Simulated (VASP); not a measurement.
# FeO: single point with PBEsol

Crystal: FeO.

```xyz
2
Lattice="1.4857 0.8577 2.4273 -1.4857 0.8577 2.4273 0.0000 -1.7155 2.4273" Properties=species:S:1:pos:R:3 pbc="T T T"
Fe    0.0000    0.0000    0.0000
O     0.0000    0.0000    3.6409
```

This cell differs from its parent crystal: volume scaled by 0.97, then relaxed in part.

```json
{
 "Program": "VASP 6.6.1",
 "Task": "single point",
 "Functional": "PBEsol",
 "Potentials or basis": "VASP PAW PBE potentials, release 64 (Fe, O)",
 "Cutoff": "520 eV",
 "k mesh": "18 × 18 × 18",
 "Occupations": "gaussian, width 0.1 eV",
 "Spin": "collinear spin, ferromagnetic start",
 "Starting moments": "[3.76, 0.37] μB",
 "Dipole correction": "no",
 "Further INCAR settings": "ALGO = Normal; EDIFF = 1e-06; NBANDS = 18"
}
```

* Pressure: 7.3 GPa
* Band gap on the k mesh: zero (filled and empty bands overlap)
* Net moment: 4.00 μB per cell
* Site moments: Fe +3.60; O +0.32 μB
* Valence electrons inside the program's atomic spheres: Fe 6.88; O 5.01

Levels at points of the mesh, in eV from the Fermi level:
Spin up:
| k point | band 6 | band 7 | band 8 | band 9 | band 10 | band 11 | band 12 | band 13 |
| --- | --- | --- | --- | --- | --- | --- | --- | --- |
| (0.00, 0.00, 0.00) | -3.96 | -3.96 | -3.67 | -3.67 | 0.45 | 15.51 | 17.52 | 17.53 |
| (0.50, 0.00, 0.00) | -2.99 | -2.39 | -0.05 | -0.05 | 4.14 | 9.15 | 12.95 | 12.96 |
| (0.50, 0.50, 0.00) | -3.22 | -2.68 | -2.68 | -2.56 | 5.76 | 9.14 | 11.04 | 15.50 |
| (0.50, 0.50, 0.50) | -2.99 | -2.39 | -0.05 | -0.05 | 4.14 | 9.14 | 12.97 | 12.97 |
Spin down:
| k point | band 2 | band 3 | band 4 | band 5 | band 6 | band 7 | band 8 | band 9 |
| --- | --- | --- | --- | --- | --- | --- | --- | --- |
| (0.00, 0.00, 0.00) | -3.47 | -3.47 | -3.47 | -0.86 | -0.85 | -0.85 | 0.08 | 0.08 |
| (0.50, 0.00, 0.00) | -8.67 | -5.63 | -5.63 | 0.46 | 0.46 | 0.70 | 3.06 | 3.06 |
| (0.50, 0.50, 0.00) | -7.44 | -4.76 | -4.75 | -2.46 | 0.71 | 0.86 | 0.86 | 1.30 |
| (0.50, 0.50, 0.50) | -8.67 | -5.63 | -5.63 | 0.46 | 0.46 | 0.70 | 3.05 | 3.05 |

It took 15 min on 1 thread of AMD EPYC 7R13 (shared host), peak memory 0.37 GiB.

Caveat: the PAW data sets were made with another functional, which shifts forces and pressure a little; a cell with one magnetic atom can't hold antiferromagnetic order, which such compounds often take; semilocal functionals often make such compounds metallic where correlation or magnetic order opens a gap, which also shifts bond lengths.
